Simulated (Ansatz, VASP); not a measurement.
This is a calculation of PtSe2 for VASP 6.6.1.

The input INCAR:

```
SYSTEM = PtSe2
  PREC = Accurate
  ENCUT = 520
  EDIFF = 1E-7
  ISMEAR = 0
  SIGMA = 0.022
  LREAL = .FALSE.
  LASPH = .TRUE.
  NELM = 100
  ALGO = Normal
  ISIF = 2
  LWAVE = .FALSE.
  LCHARG = .FALSE.
  GGA = PE
  NBANDS = 18
```

The input KPOINTS:

```
Automatic mesh
0
G
  8 8 5
  0 0 0
```

POSCAR

```
PtSe2
1.0
    3.7240000000      0.0000000000      0.0000000000
   -1.8620000000      3.2250786037      0.0000000000
    0.0000000000      0.0000000000      5.0620000000
Pt Se
1 2
Direct
    0.0000000000      0.0000000000      0.0000000000
    0.6666666667      0.3333333333      0.7500000000
    0.3333333333      0.6666666667      0.2500000000
```

Potentials or basis: VASP PAW PBE potentials, release 64 (Pt, Se).

Command:

```console
$ cat potpaw_PBE.64/Pt/POTCAR potpaw_PBE.64/Se/POTCAR > POTCAR
$ mpirun -np 1 vasp_std > vasp.out
```

Question: Set up the same calculation for Ansatz 0.2.0. Potentials there: Ansatz PAW.

Answer: As run (the cutoff follows the program's own potentials):

input.yaml

```yaml
crystal:
  lattice:
    - [3.724, 0.0, 0.0]
    - [-1.862, 3.2250786037, 0.0]
    - [0.0, 0.0, 5.062]
  atoms:
    - { symbol: Pt, position: [0.0, 0.0, 0.0] }
    - { symbol: Se, position: [0.6666666667, 0.3333333333, 0.75] }
    - { symbol: Se, position: [0.3333333333, 0.6666666667, 0.25] }
hamiltonian:
  xc: pbe
  pseudopotentials: { kind: paw }
kpoints:
  mp_grid: { grid: [8, 8, 5] }
scf:
  occupations: { method: gaussian, width: 0.022 }
output:
  forces: true
  stress: true
  eigenvalues: true
```

Potentials or basis: Ansatz PAW.

Command:

```sh
$ ansatz run input.yaml --threads 2 --pin off --max-ram 5632MiB --backend cpu --events-out ev --progress --plain --runs-dir out
```

Both were run:

|  | VASP | Ansatz | Ansatz less VASP |
| --- | --- | --- | --- |
| gap on the k mesh at the Fermi level (eV) | none | none | - |
| pressure (GPa) | 7.3 | 7.3 | +0.01 |
| traceless stress, the component that is largest in VASP (GPa) | -1.15 | -1.15 | +0.005 |
| rms of the force components (eV/Å) | 0.271 | 0.269 | -0.0026 |

Atom by atom the forces differ by 0.003 eV/Å (rms over components). A gap of «none» marks a metal or a gap that the smearing closes. VASP's potentials hold 22 valence electrons a cell and Ansatz's 50, so a difference there can come from the potentials and not from the codes.

Neither program's run includes spin-orbit coupling.
